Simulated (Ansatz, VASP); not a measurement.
# ReAs3Os2 in VASP and in Ansatz

```
CELL_PARAMETERS angstrom
4.14059 0.00000 0.00000
0.00000 4.14059 0.00000
0.00000 0.00000 7.90197
ATOMIC_POSITIONS crystal
Re 0.50000 0.50000 0.25959
As 0.50000 0.50000 0.96635
As 0.00000 0.00000 0.24405
As 0.50000 0.50000 0.64520
Os 0.50000 0.00000 0.44670
Os 0.00000 0.50000 0.44670
```

Alike in both runs: functional PBE; k mesh 10 × 10 × 6; occupations gaussian, width 0.1 eV; no spin polarisation.

Ansatz relaxed the structure, and its values are those at the end. VASP's run is a single point on that final structure, the one shown.

|  | VASP | Ansatz |
| --- | --- | --- |
| version | VASP 6.6.1 | Ansatz 0.2.0 |
| potentials or method | VASP PAW PBE potentials, release 64 (Re, As, Os), cutoff 520 eV | scalar-relativistic, plane waves, PAW |
| valence electrons in the cell | 38 | 92 |

|  | VASP | Ansatz | Ansatz less VASP |
| --- | --- | --- | --- |
| gap on the k mesh at the Fermi level (eV) | none | none | - |
| pressure (GPa) | 0.2 | 0.0 | -0.17 |
| rms of the force components (eV/Å) | 0.019 | 0.001 | -0.0181 |

A gap of «none» marks a metal or a gap that the smearing closes. VASP's potentials hold 38 valence electrons a cell and Ansatz's 92, so a difference there can come from the potentials and not from the codes.

Neither program's run includes spin-orbit coupling.
